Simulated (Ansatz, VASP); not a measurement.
**C: VASP beside Ansatz**

```
CELL_PARAMETERS angstrom
2.52207 0.00000 0.00000
0.00000 4.33047 0.00000
0.00000 0.00000 4.40523
ATOMIC_POSITIONS crystal
C 0.18126 0.87055 0.10758
C 0.81874 0.12945 0.10758
C 0.18126 0.62945 0.60758
C 0.81874 0.37055 0.60758
C 0.75174 0.41075 0.93316
C 0.24826 0.58925 0.93316
C 0.75174 0.08925 0.43316
C 0.24826 0.91075 0.43316
```

Alike in both runs: task single point; functional PBE; k mesh 6 × 4 × 4; occupations gaussian, width 0.1 eV; collinear spin.

```csv
,VASP,Ansatz
version,VASP 6.6.1,Ansatz 0.2.0
potentials or method,"VASP PAW PBE potentials, release 64 (C), cutoff 520 eV","scalar-relativistic, plane waves, PAW"
valence electrons in the cell,32,32
```

|  | VASP | Ansatz | Ansatz less VASP |
| --- | --- | --- | --- |
| gap on the k mesh at the Fermi level (eV) | none | none | - |
| rms of the force components (eV/Å) | 2.661 | 2.647 | -0.0141 |
| net moment per atom (μB) | 0.00 | 0.00 | 0.000 |

Atom by atom the forces differ by 0.037 eV/Å (rms over components). A gap of «none» marks a metal or a gap that the smearing closes. Ansatz's warnings: seeded moment not kept.

The k mesh is coarse, so the values compare programs but aren't converged.
